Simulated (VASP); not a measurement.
**Ti: single point with revPBE**

The system is Ti.

```xyz
1
Lattice="2.7037 0.0000 0.0000 0.0000 2.7037 0.0000 0.0000 0.0000 2.7037" Properties=species:S:1:pos:R:3 pbc="T T T"
Ti    0.0000    0.0000    0.0000
```

This cell differs from its parent crystal: volume scaled by 1.04.

```yaml
Program: VASP 6.6.1
Task: single point
Functional: revPBE
Potentials_or_basis: VASP PAW PBE potentials, release 64 (Ti_sv)
Cutoff: 520 eV
k_mesh: 13 × 13 × 13
Occupations: fermi-dirac, width 0.1 eV
Spin: no spin polarisation
```

```yaml
Pressure: -2.9 GPa
Band_gap_on_the_k_mesh: zero (band 6 reaches 7.51 eV, above the bottom of band 7 at 5.78 eV)
```

Levels at points of the mesh, in eV from the Fermi level:
```tsv
k point	band 4	band 5	band 6	band 7	band 8	band 9
(0.00, 0.00, 0.00)	-32.59	-5.56	-1.15	-1.15	3.61	3.61
```

Wall time 11 s on 1 thread of Intel(R) Xeon(R) Platinum 8375C CPU @ 2.90GHz (Ice Lake) (shared host), peak memory 0.13 GiB.

Caveat: the PAW data sets were made with another functional, which shifts forces and pressure a little.
